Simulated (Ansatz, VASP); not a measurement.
Two plane-wave programs on Si

INCAR

```
PREC = Accurate
ENCUT = 520
EDIFF = 1E-6
ISMEAR = 0
SIGMA = 0.05
LREAL = F
LASPH = T
NELM = 60
ALGO = Normal
ISIF = 2
LWAVE = F
LCHARG = F
GGA = PE
NBANDS = 36
```

File KPOINTS:

```
regular mesh
0
Gamma
  5 7 3
```

POSCAR

```
Si
1.0
    5.4695214896      0.0000000000      0.0000000000
    0.0000000000      2.7347607448     -2.7347607448
    1.3673803724      8.5461273276      7.8624371414
Si
12
Direct
    0.4375041667     -0.0312479167      0.2499833333
   -0.1041625000      0.4479187500      0.4166500000
    0.3541708333     -0.0729145833      0.5833166667
   -0.1874958333      0.4062520833      0.7499833333
    0.2708375000     -0.1145812500      0.9166500000
   -0.0208291667      0.4895854167      0.0833166667
    0.6458375000     -0.0520812500      0.4166500000
    0.1041708333      0.4270854167      0.5833166667
    0.5625041667     -0.0937479167      0.7499833333
    0.0208375000      0.3854187500      0.9166500000
    0.7291708333     -0.0104145833      0.0833166667
    0.1875041667      0.4687520833      0.2499833333
```

Input for Ansatz:

```yaml
crystal:
  lattice:
    - [5.4695214896, 0.0, 0.0]
    - [0.0, 2.7347607448, -2.7347607448]
    - [1.3673803724, 8.5461273276, 7.8624371414]
  atoms:
    - { symbol: Si, position: [0.4375041667, -0.0312479167, 0.2499833333] }
    - { symbol: Si, position: [-0.1041625, 0.44791875, 0.41665] }
    - { symbol: Si, position: [0.3541708333, -0.0729145833, 0.5833166667] }
    - { symbol: Si, position: [-0.1874958333, 0.4062520833, 0.7499833333] }
    - { symbol: Si, position: [0.2708375, -0.11458125, 0.91665] }
    - { symbol: Si, position: [-0.0208291667, 0.4895854167, 0.0833166667] }
    - { symbol: Si, position: [0.6458375, -0.05208125, 0.41665] }
    - { symbol: Si, position: [0.1041708333, 0.4270854167, 0.5833166667] }
    - { symbol: Si, position: [0.5625041667, -0.0937479167, 0.7499833333] }
    - { symbol: Si, position: [0.0208375, 0.38541875, 0.91665] }
    - { symbol: Si, position: [0.7291708333, -0.0104145833, 0.0833166667] }
    - { symbol: Si, position: [0.1875041667, 0.4687520833, 0.2499833333] }
basis:
  ecutwfc: 420
kpoints:
  mp_grid: { grid: [5, 7, 3] }
hamiltonian:
  xc: pbe
  pseudopotentials: { kind: paw, azcp: { folder: soft_1 } }
scf:
  occupations: { method: gaussian, width: 0.05 }
output:
  forces: true
  stress: true
  eigenvalues: true
  write_density: true
  write_potential: true
  elf: true
  volumetric_format: npy
```

Alike in both runs: task single point; functional PBE; k mesh 5 × 7 × 3; occupations gaussian, width 0.05 eV; no spin polarisation.

```csv
,VASP,Ansatz
version,VASP 6.6.1,Ansatz 0.2.0
potentials or method,"VASP PAW PBE potentials, release 64 (Si), cutoff 520 eV","scalar-relativistic, plane waves, PAW"
valence electrons in the cell,48,48
```

```tsv
	VASP	Ansatz	Ansatz less VASP
gap on the k mesh at the Fermi level (eV)	none	none	-
pressure (GPa)	2.3	2.4	+0.09
traceless stress, the component that is largest in VASP (GPa)	3.31	3.34	+0.031
rms of the force components (eV/Å)	1.533	1.544	+0.0111
```

Atom by atom the forces differ by 0.011 eV/Å (rms over components). A gap of «none» marks a metal or a gap that the smearing closes.
